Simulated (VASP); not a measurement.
# Al (Fm-3m) in VASP: a series of runs, part 2 of 2

VASP 6.6.1. The steps go on from the part before.

**4. Single point, PBE+D4**

This run uses another cell than the first one, of 16.93 Å³/atom, 0.981 times its volume.

Input file INCAR:

```
SYSTEM = Al
ALGO     = Fast           ! electronic algorithm
EDIFF    = 1E-6           ! SCF threshold, eV
ENCUT    = 520            ! plane-wave cutoff, eV
GGA      = PE             ! functional
ISIF     = 2              ! what is computed and relaxed
ISMEAR   = -1             ! smearing method
IVDW     = 13             ! dispersion correction
LASPH    = .TRUE.         ! aspherical terms in the spheres
LCHARG   = .TRUE.         ! write CHGCAR
LELF     = .TRUE.         ! ELF
LREAL    = .FALSE.        ! projectors in reciprocal space
LVHAR    = .TRUE.       
LWAVE    = .FALSE.        ! write WAVECAR
NBANDS   = 8              ! bands
NELM     = 100            ! most SCF steps
PREC     = Accurate       ! precision mode
SIGMA    = 0.05           ! smearing width, eV
```

Input file KPOINTS:

```
k-points
0
G
  11 11 11
  0 0 0
```

Input file POSCAR:

```
Al
1.0
    0.0000000000      2.0382146954      2.0382146954
    2.0382146954      0.0000000000      2.0382146954
    2.0382146954      2.0382146954      0.0000000000
Al
1
Direct
    0.0000000000      0.0000000000      0.0000000000
```

Potentials or basis: VASP PAW PBE potentials, release 64 (Al).

Launch:

```
$ cat potpaw_PBE.64/Al/POTCAR > POTCAR
$ mpirun -np 1 vasp_std > vasp.out
```

OUTCAR:

```text
SYSTEM = Al
   EDIFF = 1E-6
   ENCUT = 520
   GGA = PE
   ISIF = 2
   ISMEAR = -1
   IVDW = 13
   LASPH = .TRUE.
   LREAL = .FALSE.
   NELM = 100
   PREC = Accurate

 ion  position               nearest neighbor table
   1  0.000  0.000  0.000-

  LATTYP: Found a face centered cubic cell.
 ALAT       =     4.0764293908

  Lattice vectors:

 A1 = (   0.0000000000,   2.0382146954,   2.0382146954)
 A2 = (   2.0382146954,   0.0000000000,   2.0382146954)
 A3 = (   2.0382146954,   2.0382146954,   0.0000000000)

Analysis of symmetry for initial positions (statically):
=====================================================================
 Subroutine PRICEL returns:
 Original cell was already a primitive cell.

 Routine SETGRP: Setting up the symmetry group for a
 face centered cubic supercell.

 Subroutine GETGRP returns: Found 48 space group operations
[... 9 lines left out ...]

 Routine SETGRP: Setting up the symmetry group for a
 face centered cubic supercell.

 Subroutine GETGRP returns: Found 48 space group operations
 (whereof 48 operations were pure point group operations)
[... 152 lines left out ...]
 cond. band min:       7.7473891180   @ k =  -0.4545   0.3636   0.0000
 fundamental gap:      0.2345765704
 Fermi energy:         7.7472776011

 k-point     1 :       0.0000    0.0000    0.0000
  band No.  band energies     occupation
      1      -3.2244      2.00000
      2      20.2074      0.00000
      3      20.2074      0.00000
      4      20.2074      0.00000
      5      21.5050      0.00000
      6      21.5050      0.00000
      7      21.5050      0.00000
      8      24.0099      0.00000
[... 243 lines left out ...]
 k-point    24 :      -0.1818    0.1818    0.0000
  band No.  band energies     occupation
      1      -0.8870      2.00000
      2      11.5189      0.00000
      3      12.8921      0.00000
      4      19.3800      0.00000
      5      21.3933      0.00000
      6      22.4857      0.00000
      7      23.4964      0.00000
      8      24.4374      0.00000

 [... further k-points ...]

------------------------ aborting loop because EDIFF is reached ----------------------------------------

  DFT-D4 for vdW energy calculation

  Edisp (eV):   -0.33530

  FORCE on cell =-STRESS in cart. coord.  units (eV):
  Direction    XX          YY          ZZ          XY          YZ          ZX
  --------------------------------------------------------------------------------------
  -------------------------------------------------------------------------------------
  Total      -0.52622    -0.52622    -0.52622     0.00000    -0.00000     0.00000
  in kB     -49.78543   -49.78543   -49.78543     0.00000    -0.00000     0.00000
  external pressure =      -49.79 kB  Pullay stress =        0.00 kB

 VOLUME and BASIS-vectors are now :
 -----------------------------------------------------------------------------
  energy-cutoff  :      520.00
  volume of cell :       16.93
      direct lattice vectors                 reciprocal lattice vectors
     0.000000000  2.038214695  2.038214695    -0.245312724  0.245312724  0.245312724
     2.038214695  0.000000000  2.038214695     0.245312724 -0.245312724  0.245312724
     2.038214695  2.038214695  0.000000000     0.245312724  0.245312724 -0.245312724

 POSITION                                       TOTAL-FORCE (eV/Angst)
 -----------------------------------------------------------------------------------
      0.00000      0.00000      0.00000        -0.000000      0.000000      0.000000
 -----------------------------------------------------------------------------------
    total drift:                               -0.000000     -0.000000      0.000000

  FREE ENERGIE OF THE ION-ELECTRON SYSTEM (eV)
  ---------------------------------------------------
  free  energy   TOTEN  =        -4.0884833196 eV

  energy  without entropy=       -4.0844418267  energy(sigma->0) =       -4.08646257
```

Wall time 4.7 s (1 thread of Intel Xeon 6975P-C, shared host); peak memory 0.13 GiB.

What came out:

* Free energy: -4.0885 eV
* Pressure: -5.0 GPa
* Dispersion energy per atom: -0.335 eV

Caveat: pairwise dispersion overbinds metals, which lowers pressure and volume.

**5. Summary**

```csv
level,potentials or basis,cell,gap on the mesh (eV),pressure (GPa)
LDA,"VASP PAW LDA potentials, release 64 (Al)","a = 2.901 Å, angles 60.0°, 1 atom",none,-6.1
LDA,"VASP PAW LDA potentials, release 64 (Al)","a = 2.920 Å, angles 60.0°, 1 atom",none,-7.1
PBE+D4,"VASP PAW PBE potentials, release 64 (Al)","a = 2.882 Å, angles 60.0°, 1 atom",none,-5.0
```

Alike in all rows: task single point; no spin polarisation; k mesh 11 × 11 × 11; cutoff (eV) 520; smearing fermi-dirac 0.05 eV.

Caveats: pairwise dispersion overbinds metals, which lowers pressure and volume (some runs).

Total energies depend on the potentials used, so only differences within one code and one set of settings carry meaning.
